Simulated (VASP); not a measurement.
# In (Immm) in VASP: single point with PBE

Aim: the single point of In with PBE.

Everything below comes from runs of VASP 6.6.1. Logs are shortened: lines on timing, memory, paths and dates and some standing lists are left out, and cuts for length are marked.

## Step 1: The cell of the first run

Symmetry: Immm, No. 71, orthorhombic system. The conventional cell has a = 3.236 Å, b = 3.269 Å, c = 4.948 Å, α = 90.00°, β = 90.00°, γ = 90.00°. In (site symmetry mmm) has 12 In at 3.24 to 3.38 Å within 4.3 Å.

## Step 2: Single point, PBE (strain +0.0050 x Voigt [1, -1, 0, 0, 0, 0])

File INCAR:

```
PREC     = Accurate       # precision mode
ENCUT    = 520            # plane-wave cutoff, eV
EDIFF    = 1E-6           # SCF threshold, eV
ISMEAR   = 0              # smearing method
SIGMA    = 0.15           # smearing width, eV
LREAL    = F              # projectors in reciprocal space
LASPH    = T              # aspherical terms in the spheres
NELM     = 80             # most SCF steps
ALGO     = Fast           # electronic algorithm
ISIF     = 2              # what is computed and relaxed
LWAVE    = F              # write WAVECAR
LCHARG   = F              # write CHGCAR
GGA      = PE             # functional
NBANDS   = 12             # bands
```

File KPOINTS:

```
Automatic mesh
0
Gamma
  20 20 20
```

File POSCAR:

```
In
1.0
   -1.6342807500      1.6180192500      2.4739500000
    1.6342807500     -1.6180192500      2.4739500000
    1.6342807500      1.6180192500     -2.4739500000
In
1
Direct
    0.0000000000      0.0000000000      0.0000000000
```

Potentials or basis: VASP PAW PBE potentials, release 64 (In_d).

Started as:

```bash
> cat potpaw_PBE.64/In_d/POTCAR > POTCAR
> mpirun -np 1 vasp_std > vasp.out
```

OUTCAR:

```text
PREC = Accurate
   ENCUT = 520
   EDIFF = 1E-6
   ISMEAR = 0
   LREAL = F
   LASPH = T
   NELM = 80
   ISIF = 2
   GGA = PE

 ion  position               nearest neighbor table
   1  0.000  0.000  0.000-

  LATTYP: Found a body centered orthorhombic cell.
 ALAT       =     3.2360385000
 B/A-ratio  =     1.0100502513
 C/A-ratio  =     1.5289991142

  Lattice vectors:

 A1 = (   1.6342807500,  -1.6180192500,  -2.4739500000)
 A2 = (  -1.6342807500,   1.6180192500,  -2.4739500000)
 A3 = (   1.6342807500,   1.6180192500,   2.4739500000)

Analysis of symmetry for initial positions (statically):
=====================================================================
 Subroutine PRICEL returns:
 Original cell was already a primitive cell.

 Routine SETGRP: Setting up the symmetry group for a
 body centered orthorhombic supercell.

 Subroutine GETGRP returns: Found  8 space group operations
 (whereof  8 operations were pure point group operations)
 out of a pool of  8 trial point group operations.

The static configuration has the point symmetry D_2h.

Analysis of symmetry for dynamics (positions and initial velocities):
=====================================================================
 Subroutine PRICEL returns:
 Original cell was already a primitive cell.

 Routine SETGRP: Setting up the symmetry group for a
 body centered orthorhombic supercell.

 Subroutine GETGRP returns: Found  8 space group operations
 (whereof  8 operations were pure point group operations)
 out of a pool of  8 trial point group operations.

The dynamic configuration has the point symmetry D_2h.

 Subroutine INISYM returns: Found  8 space group operations
 (whereof  8 operations are pure point group operations),
 and found     1 'primitive' translations

----------------------------------------------------------------------------------------

                                     Primitive cell

  volume of cell :      26.1674

  direct lattice vectors                    reciprocal lattice vectors
    -1.634280750  1.618019250  2.473950000     0.000000000  0.309019809  0.202105944
     1.634280750 -1.618019250  2.473950000     0.305944985  0.000000000  0.202105944
     1.634280750  1.618019250 -2.473950000     0.305944985  0.309019809  0.000000000

  length of vectors
     3.377763826  3.377763826  3.377763826     0.369242542  0.366673079  0.434851212

  position of ions in fractional coordinates (direct lattice)
     0.000000000  0.000000000  0.000000000

  ion indices of the primitive-cell ions
   primitive index   ion index
                 1           1

----------------------------------------------------------------------------------------

 KPOINTS: Automatic mesh

Automatic generation of k-mesh.
 Grid dimensions read from file:
 generate k-points for:   20   20   20

 Generating k-lattice:

  Cartesian coordinates                     Fractional coordinates (reciprocal lattice)
     0.000000000  0.015450990  0.010105297     0.050000000  0.000000000 -0.000000000
     0.015297249  0.000000000  0.010105297     0.000000000  0.050000000 -0.000000000
     0.015297249  0.015450990  0.000000000     0.000000000  0.000000000  0.050000000

  Length of vectors
     0.018462127  0.018333654  0.021742561

  Shift w.r.t. Gamma in fractional coordinates (k-lattice)
     0.000000000  0.000000000  0.000000000

 Subroutine IBZKPT returns following result:
 ===========================================

 Found   1166 irreducible k-points:

 Following reciprocal coordinates:
            Coordinates               Weight
  0.000000  0.000000  0.000000      1.000000
  0.050000  0.000000  0.000000      4.000000
  0.100000 -0.000000  0.000000      4.000000
  0.150000 -0.000000  0.000000      4.000000
  0.200000 -0.000000  0.000000      4.000000
  0.250000  0.000000  0.000000      4.000000
[... 16 lines left out ...]
 -0.450000  0.050000 -0.000000      8.000000
 -0.400000  0.050000  0.000000      8.000000
 [... further k-points ...]
   k-points           NKPTS =   1166   k-points in BZ     NKDIM =   1166   number of bands    NBANDS=     12
   number of dos      NEDOS =    301   number of ions     NIONS =      1
   total plane-waves  NPLWV =  21952
   dimension x,y,z NGX =    28 NGY =   28 NGZ =   28
   dimension x,y,z NGXF=    56 NGYF=   56 NGZF=   56
   ions per type =               1
   NGX,Y,Z   is equivalent  to a cutoff of  13.78, 13.78, 13.78 a.u.
   NGXF,Y,Z  is equivalent  to a cutoff of  27.56, 27.56, 27.56 a.u.
 SYSTEM =  unknown system
   PREC   = accura    normal or accurate (medium, high low for compatibility)
   ISTART =      0    job   : 0-new  1-cont  2-samecut
   ICHARG =      2    charge: 1-file 2-atom 10-const
   ISPIN  =      1    spin polarized calculation?
   LNONCOLLINEAR =      F non collinear calculations
   LSORBIT =      F    spin-orbit coupling
   LASPH  =      T    aspherical Exc in radial PAW
   ENCUT  =  520.0 eV  38.22 Ry    6.18 a.u.   6.28  6.28  6.28*2*pi/ulx,y,z
   NELM   =     80;   NELMIN=  2; NELMDL= -5     # of ELM steps
   EDIFF  = 0.1E-05   stopping-criterion for ELM
   LREAL  =      F    real-space projection
   EDIFFG = 0.1E-04   stopping-criterion for IOM
   NSW    =      0    number of steps for IOM
   IBRION =     -1    ionic relax: 0-MD 1-quasi-New 2-CG
   NFREE  =      0    steps in history (QN), initial steepest desc. (CG)
   ISIF   =      2    stress and relaxation
   ISYM   =      2    0-nonsym 1-usesym 2-fastsym
   POTIM  = 0.5000    time-step for ionic-motion
   TEBEG  =    0.0;   TEEND  =   0.0 temperature during run
   PSTRESS=    0.0 pullay stress
   NELECT =      13.0000    total number of electrons
   NUPDOWN=      -1.0000    fix difference up-down
   EMIN   =  10.00;   EMAX   =-10.00  energy-range for DOS
   EFERMI =   0.00;   METHOD = LEGACY
   ISMEAR =     0;   SIGMA  =   0.15  broadening in eV -4-tet -1-fermi 0-gaus
   EFERMI_NEDOS =   21; number of points for ismear=-14 and -15
   IALGO  =     68    algorithm
   IMIX   =      4    mixing-type and parameters
     AMIX     =   0.40;   BMIX     =  1.00
     AMIX_MAG =   1.60;   BMIX_MAG =  1.00
  volume/ion in A,a.u.               =      26.17       176.59
  Fermi-wavevector in a.u.,A,eV,Ry     =   1.296589  2.450197 22.873325  1.681142
  Thomas-Fermi vector in A             =   2.428035
   LORBIT       =      0    0 simple, 1 ext, 2 COOP (PROOUT), +10 PAW based schemes
   GGA     = PE    functional components
   LHFCALC =     F    Hartree Fock is set to
   AEXX    =    0.0000 exact exchange contribution
   IVDW    =     0    specifies the selected vdW correction
   LEPSILON=     F    determine dielectric tensor
   LRPA    =     F    only Hartree local field effects (RPA)
 non-spin polarized calculation
 RMM-DIIS sequential band-by-band and
 Gauss-broadening in eV      SIGMA  =   0.15
  energy-cutoff  :      520.00
  volume of cell :       26.17
 maximum number of plane-waves:       721
 NGX is ok and might be reduce to    28
   NGX = 13   NGY = 13   NGZ = 13

 number of electron      13.0000005 magnetization

 Free energy of the ion-electron system (eV)
  ---------------------------------------------------
  ext. energy  EPLUGINS =         0.00000000
  ---------------------------------------------------
  free energy    TOTEN  =        -2.55387417 eV

  energy without entropy =       -2.54862356  energy(sigma->0) =       -2.55124886

 E-fermi :   7.5292     XC(G=0): -10.2517

 val. band max:        7.5287967483   @ k =   0.4500  -0.3500   0.1000
 cond. band min:       7.5328931687   @ k =   0.1500   0.2500   0.1500
 fundamental gap:      0.0040964204
 Fermi energy:         7.5292353684

 k-point     1 :       0.0000    0.0000    0.0000
  band No.  band energies     occupation
      1      -7.1855      2.00000
      2      -7.0865      2.00000
      3      -7.0740      2.00000
      4      -6.9989      2.00000
      5      -6.8952      2.00000
      6      -2.0222      2.00000
      7      17.9128      0.00000
      8      18.2091      0.00000
      9      18.2120      0.00000
     10      19.1186      0.00000
     11      21.4649      0.00000
     12      21.4665      0.00000

 k-point     2 :       0.0500    0.0000    0.0000
  band No.  band energies     occupation
      1      -7.1807      2.00000
      2      -7.0824      2.00000
      3      -7.0743      2.00000
      4      -6.9986      2.00000
      5      -6.8970      2.00000
      6      -1.9671      2.00000
      7      17.4662      0.00000
      8      17.8418      0.00000
      9      18.0716      0.00000
     10      18.9360      0.00000
     11      21.6163      0.00000
     12      21.7060      0.00000

 k-point     3 :       0.1000   -0.0000    0.0000
  band No.  band energies     occupation
      1      -7.1684      2.00000
      2      -7.0760      2.00000
      3      -7.0710      2.00000
      4      -6.9956      2.00000
      5      -6.9016      2.00000
      6      -1.8011      2.00000
      7      15.8826      0.00000
      8      17.6618      0.00000
      9      17.7088      0.00000
     10      18.8394      0.00000
     11      21.7545      0.00000
     12      22.0895      0.00000
[... 286 lines left out ...]
 k-point    23 :      -0.4500    0.0500   -0.0000
  band No.  band energies     occupation
      1      -7.1757      2.00000
      2      -7.1309      2.00000
      3      -7.0676      2.00000
      4      -6.8305      2.00000
      5      -6.7759      2.00000
      6       2.3044      2.00000
      7       5.4195      2.00000
      8      14.8573      0.00000
      9      16.2668      0.00000
     10      18.1054      0.00000
     11      19.4387      0.00000
     12      21.2768      0.00000

 k-point    24 :      -0.4000    0.0500    0.0000
  band No.  band energies     occupation
      1      -7.1674      2.00000
      2      -7.1245      2.00000
      3      -7.0599      2.00000
      4      -6.8509      2.00000
      5      -6.7988      2.00000
      6       1.3859      2.00000
      7       6.7290      2.00000
      8      14.9625      0.00000
      9      16.4267      0.00000
     10      18.2929      0.00000
     11      19.6742      0.00000
     12      21.1744      0.00000

 [... further k-points ...]
[... 5 lines left out ...]
  --------------------------------------------------------------------------------------
  -------------------------------------------------------------------------------------
  Total        0.3254151      0.3514958      0.2872929      0.0000000      0.0000000      0.0000000
  in kB       19.9244804     21.5213464     17.5903369      0.0000000      0.0000000      0.0000000
  external PRESSURE =      19.6787212 kB  Pullay stress =       0.0000000 kB

 VOLUME and BASIS-vectors are now :
 -----------------------------------------------------------------------------
  energy-cutoff  :      520.00
  volume of cell :       26.17
      direct lattice vectors                 reciprocal lattice vectors
    -1.634280750  1.618019250  2.473950000     0.000000000  0.309019809  0.202105944
     1.634280750 -1.618019250  2.473950000     0.305944985  0.000000000  0.202105944
     1.634280750  1.618019250 -2.473950000     0.305944985  0.309019809  0.000000000

 POSITION                                       TOTAL-FORCE (eV/Angst)
 -----------------------------------------------------------------------------------
      0.00000      0.00000      0.00000         0.000000      0.000000      0.000000
 -----------------------------------------------------------------------------------
    total drift:                                0.000000     -0.000000     -0.000000

  FREE ENERGIE OF THE ION-ELECTRON SYSTEM (eV)
  ---------------------------------------------------
  free  energy   TOTEN  =        -2.5538741704 eV

  energy  without entropy=       -2.5486235581  energy(sigma->0) =       -2.55124886
```

It took 12 min on 1 thread of Intel Xeon 8259CL, shared host; peak memory 0.45 GiB.

Results:

```yaml
Free_energy: -2.5539 eV
Pressure: 2.0 GPa
```

Caveat: the cell differs from its parent crystal (strain +0.0050 x Voigt [1, -1, 0, 0, 0, 0]); spin-orbit coupling is left out, which moves the levels of the heavy elements.
